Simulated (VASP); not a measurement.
# Be2ZnTe2Se (Cmmm) in VASP: notebook

Be2ZnTe2Se is run at these levels: PBE; tasks: single point.

Everything below comes from runs of VASP 6.6.1. Logs are shortened: lines on timing, memory, paths and dates and some standing lists are left out, and cuts for length are marked.

### 1 The cell of the first run

It takes space group Cmmm (No. 65, orthorhombic). Conventional cell: a = 5.665 Å, b = 9.432 Å, c = 4.563 Å, α = 90.00°, β = 90.00°, γ = 90.00°. Within 3.6 Å of Be (site symmetry m2m) lie 2 Se at 2.76 Å and 4 Te at 2.80 Å and 3 Be at 3.10 to 3.26 Å and 3 Zn at 3.17 to 3.23 Å. Zn (site symmetry mmm) has 6 Be at 3.17 to 3.23 Å and 8 Te at 3.57 Å and 4 Se at 3.64 Å within 4.2 Å. Within 3.6 Å of Te (site symmetry 2/m) lie 2 Se at 2.75 Å and 4 Be at 2.80 Å and 2 Te at 2.83 Å and 4 Zn at 3.57 Å. Within 3.6 Å of Se (site symmetry mmm) lie 4 Te at 2.75 Å and 4 Be at 2.76 Å.

### 2 Single point, PBE

File INCAR:

```
SYSTEM = Be2ZnTe2Se
ALGO = Normal
EDIFF = 1E-6
ENCUT = 520
GGA = PE
ISIF = 2
ISMEAR = 0
LASPH = .True.
LCHARG = .False.
LREAL = .False.
LWAVE = .False.
NBANDS = 26
NELM = 60
PREC = Accurate
SIGMA = 0.1
```

File KPOINTS:

```
k-points
0
Gamma
  4 4 4
  0 0 0
```

File POSCAR:

```
Be2ZnTe2Se
1.0
    2.8326411400     -4.7158030700      0.0000000000
    2.8326411400      4.7158030700      0.0000000000
    0.0000000000      0.0000000000      4.5631886700
Be Zn Te Se
2 1 2 1
Direct
    0.6641809900      0.3358190100      0.0000000000
    0.3358190100      0.6641809900      0.0000000000
    0.0000000000      0.0000000000      0.0000000000
    0.5000000000      0.0000000000      0.5000000000
    0.0000000000      0.5000000000      0.5000000000
    0.5000000000      0.5000000000      0.5000000000
```

Potentials or basis: VASP PAW PBE potentials, release 64 (Be, Zn, Te, Se).

Run with:

```
> cat potpaw_PBE.64/Be/POTCAR potpaw_PBE.64/Zn/POTCAR potpaw_PBE.64/Te/POTCAR potpaw_PBE.64/Se/POTCAR > POTCAR
> mpirun -np 1 vasp_std > vasp.out
```

OUTCAR:

```text
SYSTEM = Be2ZnTe2Se
   EDIFF = 1E-6
   ENCUT = 520
   GGA = PE
   ISIF = 2
   ISMEAR = 0
   LASPH = .True.
   LREAL = .False.
   NELM = 60
   PREC = Accurate

 ion  position               nearest neighbor table
   1  0.664  0.336  0.000-   4 2.80   5 2.80   4 2.80   5 2.80
   2  0.336  0.664  0.000-   4 2.80   5 2.80   4 2.80   5 2.80
   3  0.000  0.000  0.000-
   4  0.500  0.000  0.500-   6 2.75   6 2.75   1 2.80   1 2.80   2 2.80   2 2.80   5 2.83   5 2.83

   5  0.000  0.500  0.500-   6 2.75   6 2.75   1 2.80   1 2.80   2 2.80   2 2.80   4 2.83   4 2.83

   6  0.500  0.500  0.500-   4 2.75   5 2.75   4 2.75   5 2.75

  LATTYP: Found a base centered orthorhombic cell.
 ALAT       =     5.6652822800
 B/A-ratio  =     1.6648078020
 C/A-ratio  =     0.8054653669

  Lattice vectors:

 A1 = (   2.8326411400,  -4.7158030700,   0.0000000000)
 A2 = (   2.8326411400,   4.7158030700,   0.0000000000)
 A3 = (   0.0000000000,   0.0000000000,   4.5631886700)

Analysis of symmetry for initial positions (statically):
=====================================================================
 Subroutine PRICEL returns:
 Original cell was already a primitive cell.

 Routine SETGRP: Setting up the symmetry group for a
 base centered orthorhombic supercell.

 Subroutine GETGRP returns: Found  8 space group operations
 (whereof  8 operations were pure point group operations)
 out of a pool of  8 trial point group operations.

The static configuration has the point symmetry D_2h.

Analysis of symmetry for dynamics (positions and initial velocities):
=====================================================================
 Subroutine PRICEL returns:
 Original cell was already a primitive cell.

 Routine SETGRP: Setting up the symmetry group for a
 base centered orthorhombic supercell.

 Subroutine GETGRP returns: Found  8 space group operations
 (whereof  8 operations were pure point group operations)
 out of a pool of  8 trial point group operations.

The dynamic configuration has the point symmetry D_2h.

 Subroutine INISYM returns: Found  8 space group operations
 (whereof  8 operations are pure point group operations),
 and found     1 'primitive' translations

[... 96 lines left out ...]
   ENCUT  =  520.0 eV  38.22 Ry    6.18 a.u.  10.23 10.23  8.48*2*pi/ulx,y,z
   NELM   =     60;   NELMIN=  2; NELMDL= -5     # of ELM steps
   EDIFF  = 0.1E-05   stopping-criterion for ELM
   LREAL  =      F    real-space projection
   EDIFFG = 0.1E-04   stopping-criterion for IOM
   NSW    =      0    number of steps for IOM
   IBRION =     -1    ionic relax: 0-MD 1-quasi-New 2-CG
   NFREE  =      0    steps in history (QN), initial steepest desc. (CG)
   ISIF   =      2    stress and relaxation
   ISYM   =      2    0-nonsym 1-usesym 2-fastsym
   POTIM  = 0.5000    time-step for ionic-motion
   TEBEG  =    0.0;   TEEND  =   0.0 temperature during run
   PSTRESS=    0.0 pullay stress
   NELECT =      34.0000    total number of electrons
   NUPDOWN=      -1.0000    fix difference up-down
   EMIN   =  10.00;   EMAX   =-10.00  energy-range for DOS
   EFERMI =   0.00;   METHOD = LEGACY
   ISMEAR =     0;   SIGMA  =   0.10  broadening in eV -4-tet -1-fermi 0-gaus
   EFERMI_NEDOS =   21; number of points for ismear=-14 and -15
   IALGO  =     38    algorithm
   IMIX   =      4    mixing-type and parameters
     AMIX     =   0.40;   BMIX     =  1.00
     AMIX_MAG =   1.60;   BMIX_MAG =  1.00
  volume/ion in A,a.u.               =      20.32       137.12
  Fermi-wavevector in a.u.,A,eV,Ry     =   1.069595  2.021241 15.565513  1.144033
  Thomas-Fermi vector in A             =   2.205279
   LORBIT       =      0    0 simple, 1 ext, 2 COOP (PROOUT), +10 PAW based schemes
   GGA     = PE    functional components
   LHFCALC =     F    Hartree Fock is set to
   AEXX    =    0.0000 exact exchange contribution
   IVDW    =     0    specifies the selected vdW correction
   LEPSILON=     F    determine dielectric tensor
   LRPA    =     F    only Hartree local field effects (RPA)
 non-spin polarized calculation
 Gauss-broadening in eV      SIGMA  =   0.10
  energy-cutoff  :      520.00
  volume of cell :      121.91
 maximum number of plane-waves:      3324
 NGX is ok and might be reduce to    42
   NGX = 21   NGY = 21   NGZ = 17

 number of electron      34.0000007 magnetization

 Free energy of the ion-electron system (eV)
  ---------------------------------------------------
  ext. energy  EPLUGINS =         0.00000000
  ---------------------------------------------------
  free energy    TOTEN  =       -13.00204132 eV

  energy without entropy =      -12.97723858  energy(sigma->0) =      -12.98963995

 E-fermi :   6.5755     XC(G=0):  -9.8791

 val. band max:        6.5741820504   @ k =   0.5000   0.2500   0.2500
 cond. band min:       6.5825355772   @ k =   0.5000   0.5000   0.0000
 fundamental gap:      0.0083535269
 Fermi energy:         6.5754717431

 k-point     1 :       0.0000    0.0000    0.0000
  band No.  band energies     occupation
      1      -9.9339      2.00000
      2      -5.7371      2.00000
      3      -4.4773      2.00000
      4      -2.9333      2.00000
      5      -0.2934      2.00000
      6      -0.2508      2.00000
[... 598 lines left out ...]
     25      10.3424      0.00000
     26      10.7200      0.00000

------------------------ aborting loop because EDIFF is reached ----------------------------------------

  FORCE on cell =-STRESS in cart. coord.  units (eV):
  Direction    XX          YY          ZZ          XY          YZ          ZX
  --------------------------------------------------------------------------------------
  -------------------------------------------------------------------------------------
  Total        9.3702781      4.8174167      3.5289853     -0.0000000      0.0000000      0.0000000
  in kB      123.1451818     63.3109979     46.3782964     -0.0000000      0.0000000      0.0000000
  external PRESSURE =      77.6114920 kB  Pullay stress =       0.0000000 kB

 VOLUME and BASIS-vectors are now :
 -----------------------------------------------------------------------------
  energy-cutoff  :      520.00
  volume of cell :      121.91
      direct lattice vectors                 reciprocal lattice vectors
     2.832641140 -4.715803070  0.000000000     0.176513711 -0.106026480  0.000000000
     2.832641140  4.715803070  0.000000000     0.176513711  0.106026480  0.000000000
     0.000000000  0.000000000  4.563188670     0.000000000  0.000000000  0.219145004

 POSITION                                       TOTAL-FORCE (eV/Angst)
 -----------------------------------------------------------------------------------
      2.83264     -1.54849      0.00000         0.000000      0.314104      0.000000
      2.83264      1.54849      0.00000         0.000000     -0.314104      0.000000
      0.00000      0.00000      0.00000        -0.000000     -0.000000      0.000000
      1.41632     -2.35790      2.28159         0.000000      0.000000      0.000000
      1.41632      2.35790      2.28159         0.000000      0.000000      0.000000
      2.83264      0.00000      2.28159         0.000000      0.000000      0.000000
 -----------------------------------------------------------------------------------
    total drift:                               -0.000000     -0.000000      0.000000

  FREE ENERGIE OF THE ION-ELECTRON SYSTEM (eV)
  ---------------------------------------------------
  free  energy   TOTEN  =       -13.0020413199 eV

  energy  without entropy=      -12.9772385762  energy(sigma->0) =      -12.98963995
```

OSZICAR:

```text
N       E                     dE             d eps       ncg     rms          rms(c)
DAV:   1     0.187055949949E+03    0.18706E+03   -0.13957E+04  1092   0.122E+03
DAV:   2     0.518195972913E+01   -0.18187E+03   -0.16991E+03  1222   0.259E+02
DAV:   3    -0.127283257998E+02   -0.17910E+02   -0.17419E+02  1384   0.811E+01
DAV:   4    -0.132351217606E+02   -0.50680E+00   -0.50162E+00  1366   0.134E+01
DAV:   5    -0.132444050159E+02   -0.92833E-02   -0.92727E-02  1406   0.196E+00    0.176E+01
DAV:   6    -0.130232649554E+02    0.22114E+00   -0.41774E-01  1472   0.750E+00    0.108E+01
DAV:   7    -0.130133266885E+02    0.99383E-02   -0.32143E-01  1324   0.293E+00    0.164E+00
DAV:   8    -0.130025455981E+02    0.10781E-01   -0.59662E-02  1226   0.161E+00    0.788E-01
DAV:   9    -0.130021145071E+02    0.43109E-03   -0.42742E-03  1432   0.497E-01    0.279E-01
DAV:  10    -0.130020533631E+02    0.61144E-04   -0.95296E-04  1186   0.145E-01    0.110E-01
DAV:  11    -0.130020440992E+02    0.92639E-05   -0.95774E-05  1360   0.687E-02    0.172E-02
DAV:  12    -0.130020418755E+02    0.22236E-05   -0.10526E-05  1246   0.235E-02    0.100E-02
DAV:  13    -0.130020413199E+02    0.55561E-06   -0.71993E-07   756   0.758E-03
   1 F= -.13002041E+02 E0= -.12989640E+02  d E =-.248027E-01
```

Wall time 48 s (1 thread of Intel Xeon Platinum 8488C (Sapphire Rapids), shared host); peak memory 0.29 GiB.

Results:

| Quantity | Value |
| --- | --- |
| Free energy | -13.0020 eV |
| Pressure | 7.8 GPa |
| Largest force | 0.314 eV/Å |
| Band gap on the k mesh | zero (band 17 reaches 6.85 eV, above the bottom of band 18 at 4.51 eV) |

Forces on the atoms (eV/Å):
```
Be   0.000  0.314  0.000
Be   0.000 -0.314  0.000
Zn   0.000  0.000  0.000
Te   0.000  0.000  0.000
Te   0.000  0.000  0.000
Se   0.000  0.000  0.000
```

Caveat: spin-orbit coupling is left out, which moves the levels of the heavy elements.

### 3 Single point, PBE

This run uses another cell than the first one, of 22.66 Å³/atom, 1.115 times its volume.

File INCAR:

```
PREC = Accurate
ENCUT = 520
EDIFF = 1E-6
ISMEAR = 0
SIGMA = 0.1
LREAL = False
LASPH = True
NELM = 100
ALGO = Normal
ISIF = 2
LWAVE = False
LCHARG = False
GGA = PE
NBANDS = 26
```

File KPOINTS:

```
Automatic mesh
0
Gamma
  4 4 4
```

File POSCAR:

```
Be2ZnTe2Se
1.0
    3.2844172704     -6.4143872015      0.0000000000
    3.2844172704      6.4143872015      0.0000000000
    0.0000000000      0.0000000000      3.2265650335
Be Zn Te Se
2 1 2 1
Direct
    0.6236419409      0.3763580591      0.0000000000
    0.3763580591      0.6236419409      0.0000000000
    0.0000000000      0.0000000000      0.0000000000
    0.5000000000      0.0000000000      0.5000000000
    0.0000000000      0.5000000000      0.5000000000
    0.5000000000      0.5000000000      0.5000000000
```

Potentials or basis: VASP PAW PBE potentials, release 64 (Be, Zn, Te, Se).

Run with:

```
> cat potpaw_PBE.64/Be/POTCAR potpaw_PBE.64/Zn/POTCAR potpaw_PBE.64/Te/POTCAR potpaw_PBE.64/Se/POTCAR > POTCAR
> mpirun -np 1 vasp_std > vasp.out
```

Run time: 54 s. Hardware: 1 thread of Intel Xeon Platinum 8488C (Sapphire Rapids), shared host; peak memory 0.3 GiB.

Results (log left out):

```
Free energy            : -16.9170 eV
Pressure               : 0.2 GPa
Largest force          : 0.023 eV/Å
Band gap on the k mesh : zero (band 17 reaches 5.98 eV, above the bottom of band 18 at 3.98 eV)
```

Forces on the atoms (eV/Å):
```
Be   0.000 -0.023  0.000
Be   0.000  0.023  0.000
Zn   0.000  0.000  0.000
Te   0.000  0.000  0.000
Te   0.000  0.000  0.000
Se   0.000  0.000  0.000
```

Stress tensor (GPa, compression positive):
```
0.10 0.00 0.00
0.00 0.14 0.00
0.00 0.00 0.33
```

Levels at points of the mesh, in eV from the Fermi level:
```
           k point  band 14  band 15  band 16  band 17  band 18  band 19  band 20  band 21
(0.00, 0.00, 0.00)    -1.50    -0.98     0.80     0.85     1.41     2.46     2.74     3.95
(0.50, 0.00, 0.00)    -1.51    -1.43    -0.89     1.50     1.74     1.95     2.34     4.03
(0.50, 0.50, 0.00)    -1.40    -1.38     0.82     0.92     1.42     2.73     3.30     4.01
(0.00, 0.00, 0.50)    -2.38    -1.58    -0.27     0.12     0.48     0.49     1.31     1.44
(0.50, 0.00, 0.50)    -2.22    -1.07    -1.07    -0.88     0.12     0.39     0.69     2.31
(0.50, 0.50, 0.50)    -2.21    -1.62    -0.78    -0.68    -0.28     0.95     1.90     2.04
```

Caveat: the k points lie up to 0.49 Å⁻¹ apart; spin-orbit coupling is left out, which moves the levels of the heavy elements.

(Continued in part 2 of 2.)
